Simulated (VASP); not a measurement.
Here is a VASP 6.6.1 calculation.

INCAR

```
PREC = Accurate
ENCUT = 600
EDIFF = 1E-7
ISMEAR = 0
SIGMA = 0.1
LREAL = False
LASPH = True
NELM = 100
ALGO = Normal
ISIF = 3
LWAVE = False
LCHARG = False
GGA = PS
IBRION = 2
NSW = 100
EDIFFG = -0.005
```

File KPOINTS:

```
regular mesh
0
Gamma
  18 18 8
```

Contents of POSCAR:

```
TaN
1.0
    3.1197601247      0.0000000000      0.0000000000
   -1.5598800624      2.7017915217      0.0000000000
    0.0000000000      0.0000000000      6.0603245506
Ta N
2 2
Direct
    0.3333333333      0.6666666667      0.0305719107
    0.6666666667      0.3333333333      0.5305719107
    0.3333333333      0.6666666667      0.3544280893
    0.6666666667      0.3333333333      0.8544280893
```

Potentials or basis: VASP PAW PBE potentials, release 64 (Ta_pv, N).

The run is started by

```bash
$ cat potpaw_PBE.64/Ta_pv/POTCAR potpaw_PBE.64/N/POTCAR > POTCAR
$ mpirun -np 1 vasp_std > vasp.out
```

Task: Estimate the band gap on the k mesh.

Result: Zero (bands 16 and 17 overlap by 0.50 eV).

Task: Estimate the space group after relaxing (to 0.1 Å).

Result: P6_3mc (No. 186).

Task: Predict the relaxed volume.

Result: 12.80 Å³/atom.

Task: Estimate the relaxed cell.

Result: a = 3.123 Å, b = 3.123 Å, c = 6.062 Å, α = 90.00°, β = 90.00°, γ = 120.00°.

Final structure:
```
Ta N
1.0
     3.12301    0.00000    0.00000
    -1.56151    2.70461    0.00000
     0.00000    0.00000    6.06185
Ta N
2 2
Cartesian
  0.0000 1.8031 0.1828
  1.5615 0.9015 3.2137
  0.0000 1.8031 2.1510
  1.5615 0.9015 5.1819
```

Caveat: the PAW data sets were made with another functional, which shifts forces and pressure a little; spin-orbit coupling is left out, which moves the levels of the heavy elements.
